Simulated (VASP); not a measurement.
The system is S.

```
S
1.0
     3.26901    0.00000    0.00000
    -1.63450    2.83104    0.00000
     0.00000    0.00000    3.58987
S
2
Direct
  0.33333 0.66667 0.25000
  0.66667 0.33333 0.75000
```

This isn't the form of S at room conditions, which is orthorhombic, of S8 rings.

| Item | Value |
| --- | --- |
| Program | VASP 6.6.1 |
| Task | relaxation of cell and atoms |
| Functional | r2SCAN |
| Potentials or basis | VASP PAW PBE potentials, release 64 (S) |
| Cutoff | 600 eV |
| k mesh | 6 × 6 × 6 |
| Occupations | gaussian, width 0.1 eV |
| Spin | no spin polarisation |

At the start: pressure 0.5 GPa; volume 16.61 Å³/atom.

**Question.** Where does the relaxation end?

**Answer.** Over 6 steps the energy falls by 7.4 meV/atom and the volume is 16.99 Å³/atom (+2.3 %); space group P6_3/mmc (No. 194, to 0.1 Å) before and after.

The path:
| step | energy change (eV) | largest force (eV/Å) | pressure (GPa) | volume (Å³) |
| --- | --- | --- | --- | --- |
| 1 | 0.0000 | 0.0000 | 0.54 | 33.22 |
| 2 | -0.0112 | 0.0000 | 0.71 | 33.48 |
| 3 | -0.0139 | 0.0000 | 0.82 | 33.69 |
| 4 | -0.0140 | 0.0000 | 0.81 | 33.66 |
| 5 | -0.0145 | 0.0000 | -0.50 | 34.17 |
| 6 | -0.0148 | 0.0000 | 0.00 | 33.97 |

Final structure:
```cif
data_structure
_symmetry_space_group_name_H-M 'P 1'
_symmetry_Int_Tables_number 1
_cell_length_a 3.3385
_cell_length_b 3.3385
_cell_length_c 3.5198
_cell_angle_alpha 90.000
_cell_angle_beta 90.000
_cell_angle_gamma 120.000
_cell_volume 33.97
loop_
_atom_site_label
_atom_site_type_symbol
_atom_site_fract_x
_atom_site_fract_y
_atom_site_fract_z
_atom_site_occupancy
S1 S 0.33333 0.66667 0.25000 1
S2 S 0.66667 0.33333 0.75000 1
```

Caveat: the k points lie up to 0.36 Å⁻¹ apart in the final cell, too coarse for converged energies and pressures of a metal; the PAW data sets were made with another functional, which shifts forces and pressure a little.
